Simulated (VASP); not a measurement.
# Nb (Im-3m) in VASP: a series of runs, part 2 of 2

VASP 6.6.1. The steps go on from the part before.

## Step 5: Single point, PBEsol

This run uses another cell than the first one, of 17.68 Å³/atom.

INCAR reads:

```
SYSTEM = Nb
PREC = Accurate ; ENCUT = 520
EDIFF = 1E-7 ; ISMEAR = 1
SIGMA = 0.1 ; LREAL = .False.
LASPH = .True. ; NELM = 60
ALGO = Normal ; ISIF = 2
LWAVE = .False. ; LCHARG = .True.
GGA = PS ; LELF = .True.
LVHAR = .True. ; NBANDS = 12
```

KPOINTS reads:

```
Automatic mesh
0
Gamma
  16 16 16
  0 0 0
```

POSCAR reads:

```
Nb
1.0
   -1.6411946924      1.6411946924      1.6411946924
    1.6411946924     -1.6411946924      1.6411946924
    1.6411946924      1.6411946924     -1.6411946924
Nb
1
Direct
    0.0000000000      0.0000000000      0.0000000000
```

Potentials or basis: VASP PAW PBE potentials, release 64 (Nb_sv).

Command:

```console
$ cat potpaw_PBE.64/Nb_sv/POTCAR > POTCAR
$ mpirun -np 1 vasp_std > vasp.out
```

OUTCAR:

```text
SYSTEM = Nb
   PREC = Accurate
   ENCUT = 520
   EDIFF = 1E-7
   ISMEAR = 1
   LREAL = .False.
   LASPH = .True.
   NELM = 60
   ISIF = 2
   GGA = PS

 ion  position               nearest neighbor table
   1  0.000  0.000  0.000-

  LATTYP: Found a body centered cubic cell.
 ALAT       =     3.2823893848

  Lattice vectors:

 A1 = (  -1.6411946924,   1.6411946924,   1.6411946924)
 A2 = (   1.6411946924,  -1.6411946924,   1.6411946924)
 A3 = (   1.6411946924,   1.6411946924,  -1.6411946924)
[... 539 lines left out ...]
     12      26.1866      0.00000

 [... further k-points ...]

------------------------ aborting loop because EDIFF is reached ----------------------------------------

  FORCE on cell =-STRESS in cart. coord.  units (eV):
  Direction    XX          YY          ZZ          XY          YZ          ZX
  --------------------------------------------------------------------------------------
  -------------------------------------------------------------------------------------
  Total       -0.2589269     -0.2589269     -0.2589269     -0.0000000     -0.0000000     -0.0000000
  in kB      -23.4610536    -23.4610536    -23.4610536     -0.0000000     -0.0000000     -0.0000000
  external PRESSURE =     -23.4610536 kB  Pullay stress =       0.0000000 kB

 VOLUME and BASIS-vectors are now :
 -----------------------------------------------------------------------------
  energy-cutoff  :      520.00
  volume of cell :       17.68
      direct lattice vectors                 reciprocal lattice vectors
    -1.641194692  1.641194692  1.641194692     0.000000000  0.304656116  0.304656116
     1.641194692 -1.641194692  1.641194692     0.304656116  0.000000000  0.304656116
     1.641194692  1.641194692 -1.641194692     0.304656116  0.304656116  0.000000000

 POSITION                                       TOTAL-FORCE (eV/Angst)
 -----------------------------------------------------------------------------------
      0.00000      0.00000      0.00000        -0.000000      0.000000     -0.000000
 -----------------------------------------------------------------------------------
    total drift:                                0.000000      0.000000     -0.000000

  FREE ENERGIE OF THE ION-ELECTRON SYSTEM (eV)
  ---------------------------------------------------
  free  energy   TOTEN  =       -10.9534000486 eV

  energy  without entropy=      -10.9528825716  energy(sigma->0) =      -10.95322756
```

It took 38 s on 1 thread of Intel Xeon 8259CL, shared host; peak memory 0.16 GiB.

What came out:

* Free energy: -10.9534 eV
* Pressure: -2.3 GPa
* Band gap on the k mesh: zero (an odd number of electrons rules out a gap without spin polarisation)

Levels at points of the mesh, in eV from the Fermi level:
| k point | band 3 | band 4 | band 5 | band 6 | band 7 | band 8 | band 9 | band 10 |
| --- | --- | --- | --- | --- | --- | --- | --- | --- |
| (0.00, 0.00, 0.00) | -29.52 | -29.52 | -6.01 | 0.36 | 0.36 | 0.36 | 3.33 | 3.33 |
| (0.50, 0.00, 0.00) | -29.98 | -29.54 | -3.82 | -1.72 | 2.37 | 3.38 | 4.08 | 6.57 |
| (0.50, 0.50, 0.50) | -30.51 | -30.51 | -3.85 | -3.85 | 5.77 | 5.77 | 5.77 | 9.20 |

Caveat: the PAW data sets were made with another functional, which shifts forces and pressure a little.

## Step 6: Single point, PBEsol

This run uses another cell than the first one, of 17.49 Å³/atom.

INCAR reads:

```
SYSTEM = Nb
PREC = Accurate ; ENCUT = 520
EDIFF = 1E-6 ; ISMEAR = 1
SIGMA = 0.1 ; LREAL = .False.
LASPH = .True. ; NELM = 100
ALGO = Normal ; ISIF = 2
LWAVE = .False. ; LCHARG = .False.
GGA = PS ; NBANDS = 12
```

KPOINTS reads:

```
regular mesh
0
Gamma
  16 16 16
  0 0 0
```

POSCAR reads:

```
Nb
1.0
   -1.6352022596      1.6352022596      1.6352022596
    1.6352022596     -1.6352022596      1.6352022596
    1.6352022596      1.6352022596     -1.6352022596
Nb
1
Direct
    0.0000000000      0.0000000000      0.0000000000
```

Potentials or basis: VASP PAW PBE potentials, release 64 (Nb_sv).

Command:

```console
$ cat potpaw_PBE.64/Nb_sv/POTCAR > POTCAR
$ mpirun -np 1 vasp_std > vasp.out
```

Wall time 38 s (1 thread of Intel Xeon 8259CL, shared host); peak memory 0.16 GiB.

Results (log left out):

| Item | Value |
| --- | --- |
| Free energy | -10.9549 eV |
| Pressure | -0.4 GPa |
| Band gap on the k mesh | zero (an odd number of electrons rules out a gap without spin polarisation) |

Levels at points of the mesh, in eV from the Fermi level:
| k point | band 2 | band 3 | band 4 | band 5 | band 6 | band 7 | band 8 | band 9 | band 10 | band 11 |
| --- | --- | --- | --- | --- | --- | --- | --- | --- | --- | --- |
| (0.00, 0.00, 0.00) | -29.48 | -29.48 | -29.48 | -6.03 | 0.36 | 0.36 | 0.36 | 3.37 | 3.37 | 14.29 |
| (0.50, 0.00, 0.00) | -30.98 | -29.95 | -29.50 | -3.87 | -1.75 | 2.43 | 3.42 | 4.13 | 6.66 | 11.70 |
| (0.50, 0.50, 0.50) | -30.50 | -30.50 | -30.50 | -3.91 | -3.91 | 5.85 | 5.85 | 5.85 | 9.30 | 9.30 |

Caveat: the PAW data sets were made with another functional, which shifts forces and pressure a little.

## Step 7: The runs side by side

| cell | gap on the mesh (eV) | pressure (GPa) |
| --- | --- | --- |
| a = 2.808 Å, angles 109.5°, 1 atom | none | 4.5 |
| a = 2.787 Å, angles 109.5°, 1 atom | none | 9.5 |
| a = 2.822 Å, angles 109.5°, 1 atom | none | 1.6 |
| a = 2.843 Å, angles 109.5°, 1 atom | none | -2.3 |
| a = 2.832 Å, angles 109.5°, 1 atom | none | -0.4 |

Alike in all rows: task single point; level PBEsol; potentials or basis VASP PAW PBE potentials, release 64 (Nb_sv); no spin polarisation; k mesh 16 × 16 × 16; cutoff (eV) 520; smearing methfessel-paxton 0.1 eV.

Caveats: the PAW data sets were made with another functional, which shifts forces and pressure a little; the cell stands under pressure (at least some runs).

Absolute energies hang on the potentials; compare differences alone.
